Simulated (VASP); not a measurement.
# Pt (Pm-3m) in VASP: a series of runs

The runs below take Pt through single point, with PBEsol.

Program: VASP 6.6.1. These are calculated values, not measurements. Logs are shortened: lines on timing, memory, paths and dates and some standing lists are left out, and cuts for length are marked.

### 1 The cell of the first run

The structure is cubic, space group Pm-3m (No. 221). The conventional cell has a = 2.499 Å, b = 2.499 Å, c = 2.499 Å, α = 90.00°, β = 90.00°, γ = 90.00°. Pt (site symmetry m-3m) has 6 Pt at 2.50 Å within 3.3 Å.

### 2 Single point, PBEsol

Input file INCAR:

```
ALGO = Normal
EDIFF = 1E-7
ENCUT = 520
GGA = PS
ISIF = 2
ISMEAR = -1
LASPH = True
LCHARG = False
LREAL = False
LWAVE = False
NBANDS = 11
NELM = 60
PREC = Accurate
SIGMA = 0.1
```

Input file KPOINTS:

```
k-points
0
Gamma
  9 9 9
```

Input file POSCAR:

```
Pt
1.0
    2.4993869470      0.0000000000      0.0000000000
    0.0000000000      2.4993869470      0.0000000000
    0.0000000000      0.0000000000      2.4993869470
Pt
1
Direct
    0.0000000000      0.0000000000      0.0000000000
```

Potentials or basis: VASP PAW PBE potentials, release 64 (Pt).

Started as:

```sh
$ cat potpaw_PBE.64/Pt/POTCAR > POTCAR
$ mpirun -np 1 vasp_std > vasp.out
```

OUTCAR:

```text
EDIFF = 1E-7
   ENCUT = 520
   GGA = PS
   ISIF = 2
   ISMEAR = -1
   LASPH = True
   LREAL = False
   NELM = 60
   PREC = Accurate

 ion  position               nearest neighbor table
   1  0.000  0.000  0.000-

  LATTYP: Found a simple cubic cell.
 ALAT       =     2.4993869470

  Lattice vectors:

 A1 = (   2.4993869470,   0.0000000000,   0.0000000000)
 A2 = (   0.0000000000,   2.4993869470,   0.0000000000)
 A3 = (   0.0000000000,   0.0000000000,   2.4993869470)

Analysis of symmetry for initial positions (statically):
=====================================================================
 Subroutine PRICEL returns:
 Original cell was already a primitive cell.

 Routine SETGRP: Setting up the symmetry group for a
 simple cubic supercell.

 Subroutine GETGRP returns: Found 48 space group operations
 (whereof 48 operations were pure point group operations)
 out of a pool of 48 trial point group operations.

The static configuration has the point symmetry O_h .

Analysis of symmetry for dynamics (positions and initial velocities):
=====================================================================
 Subroutine PRICEL returns:
 Original cell was already a primitive cell.

 Routine SETGRP: Setting up the symmetry group for a
 simple cubic supercell.

 Subroutine GETGRP returns: Found 48 space group operations
 (whereof 48 operations were pure point group operations)
 out of a pool of 48 trial point group operations.

The dynamic configuration has the point symmetry O_h .

 Subroutine INISYM returns: Found 48 space group operations
 (whereof 48 operations are pure point group operations),
 and found     1 'primitive' translations

----------------------------------------------------------------------------------------

                                     Primitive cell

  volume of cell :      15.6135

  direct lattice vectors                    reciprocal lattice vectors
     2.499386947  0.000000000  0.000000000     0.400098113  0.000000000  0.000000000
     0.000000000  2.499386947  0.000000000     0.000000000  0.400098113  0.000000000
     0.000000000  0.000000000  2.499386947     0.000000000  0.000000000  0.400098113

  length of vectors
     2.499386947  2.499386947  2.499386947     0.400098113  0.400098113  0.400098113

  position of ions in fractional coordinates (direct lattice)
     0.000000000  0.000000000  0.000000000

[... 73 lines left out ...]
   ENCUT  =  520.0 eV  38.22 Ry    6.18 a.u.   4.65  4.65  4.65*2*pi/ulx,y,z
   NELM   =     60;   NELMIN=  2; NELMDL= -5     # of ELM steps
   EDIFF  = 0.1E-06   stopping-criterion for ELM
   LREAL  =      F    real-space projection
   EDIFFG = 0.1E-05   stopping-criterion for IOM
   NSW    =      0    number of steps for IOM
   IBRION =     -1    ionic relax: 0-MD 1-quasi-New 2-CG
   NFREE  =      0    steps in history (QN), initial steepest desc. (CG)
   ISIF   =      2    stress and relaxation
   ISYM   =      2    0-nonsym 1-usesym 2-fastsym
   POTIM  = 0.5000    time-step for ionic-motion
   TEBEG  =    0.0;   TEEND  =   0.0 temperature during run
   PSTRESS=    0.0 pullay stress
   NELECT =      10.0000    total number of electrons
   NUPDOWN=      -1.0000    fix difference up-down
   EMIN   =  10.00;   EMAX   =-10.00  energy-range for DOS
   EFERMI =   0.00;   METHOD = LEGACY
   ISMEAR =    -1;   SIGMA  =   0.10  broadening in eV -4-tet -1-fermi 0-gaus
   EFERMI_NEDOS =   21; number of points for ismear=-14 and -15
   IALGO  =     38    algorithm
   IMIX   =      4    mixing-type and parameters
     AMIX     =   0.40;   BMIX     =  1.00
     AMIX_MAG =   1.60;   BMIX_MAG =  1.00
  volume/ion in A,a.u.               =      15.61       105.37
  Fermi-wavevector in a.u.,A,eV,Ry     =   1.411155  2.666696 27.094070  1.991358
  Thomas-Fermi vector in A             =   2.533035
   LORBIT       =      0    0 simple, 1 ext, 2 COOP (PROOUT), +10 PAW based schemes
   GGA     = PS    functional components
   LHFCALC =     F    Hartree Fock is set to
   AEXX    =    0.0000 exact exchange contribution
   IVDW    =     0    specifies the selected vdW correction
   LEPSILON=     F    determine dielectric tensor
   LRPA    =     F    only Hartree local field effects (RPA)
 non-spin polarized calculation
  energy-cutoff  :      520.00
  volume of cell :       15.61
 maximum number of plane-waves:       441
 NGX is ok and might be reduce to    20
   NGX =  9   NGY =  9   NGZ =  9

 number of electron      10.0000004 magnetization

 Free energy of the ion-electron system (eV)
  ---------------------------------------------------
  ext. energy  EPLUGINS =         0.00000000
  ---------------------------------------------------
  free energy    TOTEN  =        -6.29318217 eV

  energy without entropy =       -6.25367349  energy(sigma->0) =       -6.27342783

 E-fermi :  10.4001     XC(G=0): -13.2824

 val. band max:       10.3950094808   @ k =   0.3333   0.1111   0.1111
 cond. band min:      10.4648464242   @ k =   0.4444   0.1111   0.1111
 fundamental gap:      0.0698369435
 Fermi energy:        10.4000946366

 k-point     1 :       0.0000    0.0000    0.0000
  band No.  band energies     occupation
      1       0.6315      2.00000
      2       3.5320      2.00000
      3       3.5320      2.00000
      4      10.9374      0.00924
      5      10.9374      0.00924
      6      10.9374      0.00924
      7      26.4227      0.00000
      8      26.4227      0.00000
      9      26.4227      0.00000
     10      32.8981      0.00000
     11      35.7737      0.00000
[... 309 lines left out ...]
 k-point    24 :       0.4444    0.3333    0.1111
  band No.  band energies     occupation
      1       4.0952      2.00000
      2       5.2576      2.00000
      3       7.7799      2.00000
      4       8.2601      2.00000
      5       9.8008      1.99502
      6      13.5930      0.00000
      7      17.4278      0.00000
      8      24.3011      0.00000
      9      26.6701      0.00000
     10      30.9025      0.00000
     11      34.4812      0.00000

 [... further k-points ...]
[... 5 lines left out ...]
  --------------------------------------------------------------------------------------
  -------------------------------------------------------------------------------------
  Total        2.8689457      2.8689457      2.8689457     -0.0000000     -0.0000000      0.0000000
  in kB      294.3963469    294.3963469    294.3963469     -0.0000000     -0.0000000      0.0000000
  external PRESSURE =     294.3963469 kB  Pullay stress =       0.0000000 kB

 VOLUME and BASIS-vectors are now :
 -----------------------------------------------------------------------------
  energy-cutoff  :      520.00
  volume of cell :       15.61
      direct lattice vectors                 reciprocal lattice vectors
     2.499386947  0.000000000  0.000000000     0.400098113  0.000000000  0.000000000
     0.000000000  2.499386947  0.000000000     0.000000000  0.400098113  0.000000000
     0.000000000  0.000000000  2.499386947     0.000000000  0.000000000  0.400098113

 POSITION                                       TOTAL-FORCE (eV/Angst)
 -----------------------------------------------------------------------------------
      0.00000      0.00000      0.00000         0.000000      0.000000      0.000000
 -----------------------------------------------------------------------------------
    total drift:                               -0.000000      0.000000      0.000000

  FREE ENERGIE OF THE ION-ELECTRON SYSTEM (eV)
  ---------------------------------------------------
  free  energy   TOTEN  =        -6.2931821678 eV

  energy  without entropy=       -6.2536734906  energy(sigma->0) =       -6.27342783
```

OSZICAR:

```text
N       E                     dE             d eps       ncg     rms          rms(c)
DAV:   1     0.396838843369E+02    0.39684E+02   -0.55819E+03   786   0.861E+02
DAV:   2    -0.604782471673E+01   -0.45732E+02   -0.44082E+02   881   0.176E+02
DAV:   3    -0.669147477679E+01   -0.64365E+00   -0.63731E+00   904   0.198E+01
DAV:   4    -0.669442229832E+01   -0.29475E-02   -0.29473E-02   889   0.157E+00
DAV:   5    -0.669444880747E+01   -0.26509E-04   -0.26509E-04   914   0.140E-01    0.137E+01
DAV:   6    -0.634172409638E+01    0.35272E+00   -0.74138E-01   842   0.696E+00    0.718E+00
DAV:   7    -0.629840582526E+01    0.43318E-01   -0.12540E-01   890   0.279E+00    0.258E+00
DAV:   8    -0.629364525536E+01    0.47606E-02   -0.12016E-02   854   0.100E+00    0.606E-01
DAV:   9    -0.629317515652E+01    0.47010E-03   -0.94324E-04   866   0.268E-01    0.209E-02
DAV:  10    -0.629318201259E+01   -0.68561E-05   -0.98073E-06   922   0.252E-02    0.307E-03
DAV:  11    -0.629318212638E+01   -0.11379E-06   -0.18333E-07   900   0.372E-03    0.106E-03
DAV:  12    -0.629318216777E+01   -0.41387E-07   -0.37122E-09   493   0.435E-04
   1 F= -.62931822E+01 E0= -.62734278E+01  d E =-.395087E-01
```

It took 17 s on 1 thread of Intel Xeon 8259CL, shared host; peak memory 0.12 GiB.

What came out:

| Item | Value |
| --- | --- |
| Free energy | -6.2932 eV |
| Pressure | 29.4 GPa |
| Band gap on the k mesh | zero (band 5 reaches 12.54 eV, above the bottom of band 6 at 9.18 eV) |

Levels at points of the mesh, in eV from the Fermi level:
```
           k point  band 3  band 4  band 5  band 6  band 7  band 8
(0.00, 0.00, 0.00)   -6.87    0.54    0.54    0.54   16.02   16.02
```

Caveat: the PAW data sets were made with another functional, which shifts forces and pressure a little; spin-orbit coupling is left out, which moves the levels of the heavy elements.

### 3 Single point, PBEsol

This run uses another cell than the first one, of 17.36 Å³/atom, 1.112 times its volume.

Input file INCAR:

```
ALGO = Normal
EDIFF = 1E-6
ENCUT = 520
GGA = PS
ISIF = 2
ISMEAR = -1
LASPH = T
LCHARG = T
LELF = T
LREAL = F
LVHAR = T
LWAVE = F
NBANDS = 11
NELM = 60
PREC = Accurate
SIGMA = 0.1
```

KPOINTS is that of step 2.

Input file POSCAR:

```
Pt
1.0
    2.5893723325      0.0000000000      0.0000000000
    0.0000000000      2.5893723325      0.0000000000
    0.0000000000      0.0000000000      2.5893723325
Pt
1
Direct
    0.0000000000      0.0000000000      0.0000000000
```

Potentials or basis: VASP PAW PBE potentials, release 64 (Pt).

Started as:

```sh
$ cat potpaw_PBE.64/Pt/POTCAR > POTCAR
$ mpirun -np 1 vasp_std > vasp.out
```

OUTCAR:

```text
EDIFF = 1E-6
   ENCUT = 520
   GGA = PS
   ISIF = 2
   ISMEAR = -1
   LASPH = T
   LREAL = F
   NELM = 60
   PREC = Accurate

 ion  position               nearest neighbor table
   1  0.000  0.000  0.000-

  LATTYP: Found a simple cubic cell.
 ALAT       =     2.5893723325

  Lattice vectors:

 A1 = (   2.5893723325,   0.0000000000,   0.0000000000)
 A2 = (   0.0000000000,   2.5893723325,   0.0000000000)
 A3 = (   0.0000000000,   0.0000000000,   2.5893723325)

Analysis of symmetry for initial positions (statically):
[... 506 lines left out ...]
      3       6.3756      2.00000
      4       6.7716      2.00000
      5       8.0435      1.99080
      6      11.5463      0.00000
      7      15.0069      0.00000
      8      21.4603      0.00000
      9      23.9862      0.00000
     10      28.4012      0.00000
     11      31.5413      0.00000

 [... further k-points ...]
[... 5 lines left out ...]
  --------------------------------------------------------------------------------------
  -------------------------------------------------------------------------------------
  Total       -0.0452399     -0.0452399     -0.0452399      0.0000000      0.0000000     -0.0000000
  in kB       -4.1749276     -4.1749276     -4.1749276      0.0000000      0.0000000     -0.0000000
  external PRESSURE =      -4.1749276 kB  Pullay stress =       0.0000000 kB

 VOLUME and BASIS-vectors are now :
 -----------------------------------------------------------------------------
  energy-cutoff  :      520.00
  volume of cell :       17.36
      direct lattice vectors                 reciprocal lattice vectors
     2.589372332  0.000000000  0.000000000     0.386193977  0.000000000  0.000000000
     0.000000000  2.589372332  0.000000000     0.000000000  0.386193977  0.000000000
     0.000000000  0.000000000  2.589372332     0.000000000  0.000000000  0.386193977

 POSITION                                       TOTAL-FORCE (eV/Angst)
 -----------------------------------------------------------------------------------
      0.00000      0.00000      0.00000         0.000000      0.000000      0.000000
 -----------------------------------------------------------------------------------
    total drift:                                0.000000      0.000000      0.000000

  FREE ENERGIE OF THE ION-ELECTRON SYSTEM (eV)
  ---------------------------------------------------
  free  energy   TOTEN  =        -6.4355991395 eV

  energy  without entropy=       -6.3900810102  energy(sigma->0) =       -6.41284007
```

stdout:

```text
POSCAR found type information on POSCAR Pt
 POSCAR found :  1 types and       1 ions
 scaLAPACK will be used
 -----------------------------------------------------------------------------
|                                                                             |
|                                                                             |
|     You enforced a specific xc type in the INCAR file but a different       |
|     I HOPE YOU KNOW WHAT YOU ARE DOING!                                     |
|                                                                             |
 -----------------------------------------------------------------------------

 LDA part: xc-table for (Slater+PW92), standard interpolation
 POSCAR, INCAR and KPOINTS ok, starting setup
 FFT: planning ... GRIDC
 FFT: planning ... GRID_SOFT
 FFT: planning ... GRID
 WAVECAR not read
 entering main loop
```

It took 17 s on 1 thread of Intel Xeon 8259CL, shared host; peak memory 0.12 GiB.

What came out:

| Property | Result |
| --- | --- |
| Free energy | -6.4356 eV |
| Pressure | -0.4 GPa |
| Band gap on the k mesh | zero (band 5 reaches 10.34 eV, above the bottom of band 6 at 7.52 eV) |

Caveat: the PAW data sets were made with another functional, which shifts forces and pressure a little; spin-orbit coupling is left out, which moves the levels of the heavy elements.

### 4 Single point, PBEsol

This run uses another cell than the first one, of 16.65 Å³/atom, 1.066 times its volume.

Input file INCAR:

```
SYSTEM = Pt
ALGO = Normal ; EDIFF = 1E-7
ENCUT = 520 ; GGA = PS
ISIF = 2 ; ISMEAR = -1
LASPH = .True. ; LCHARG = .False.
LREAL = .False. ; LWAVE = .False.
NBANDS = 11 ; NELM = 60
PREC = Accurate ; SIGMA = 0.1
```

Input file KPOINTS:

```
k-points
0
Gamma
  9 9 9
  0 0 0
```

Input file POSCAR:

```
Pt
1.0
    2.5535291000      0.0000000000      0.0000000000
    0.0000000000      2.5535291000      0.0000000000
    0.0000000000      0.0000000000      2.5535291000
Pt
1
Direct
    0.0000000000      0.0000000000      0.0000000000
```

Started as:

```sh
$ cat potpaw_PBE.64/Pt/POTCAR > POTCAR
$ mpirun -np 1 vasp_std > vasp.out
```

It used 11 s of CPU time on 1 thread of Intel Xeon 8259CL (shared host).

Results (log left out):

* Free energy: -6.4159 eV
* Pressure: 9.5 GPa
* Band gap on the k mesh: zero (band 5 reaches 11.17 eV, above the bottom of band 6 at 8.15 eV)

Levels at points of the mesh, in eV from the Fermi level:
```
           k point  band 2  band 3  band 4  band 5  band 6  band 7  band 8  band 9
(0.00, 0.00, 0.00)   -6.26   -6.26    0.45    0.45    0.45   15.66   15.66   15.66
```

Caveat: the PAW data sets were made with another functional, which shifts forces and pressure a little; spin-orbit coupling is left out, which moves the levels of the heavy elements.

### 5 The runs side by side

| cell | gap on the mesh (eV) | pressure (GPa) |
| --- | --- | --- |
| a = 2.499 Å, 1 atom | none | 29.4 |
| a = 2.589 Å, 1 atom | none | -0.4 |
| a = 2.554 Å, 1 atom | none | 9.5 |

Alike in all rows: task single point; level PBEsol; potentials or basis VASP PAW PBE potentials, release 64 (Pt); no spin polarisation; k mesh 9 × 9 × 9; cutoff (eV) 520; smearing fermi-dirac 0.1 eV.

Caveats: the PAW data sets were made with another functional, which shifts forces and pressure a little; spin-orbit coupling is left out, which moves the levels of the heavy elements.

Absolute energies hang on the potentials; compare differences alone.
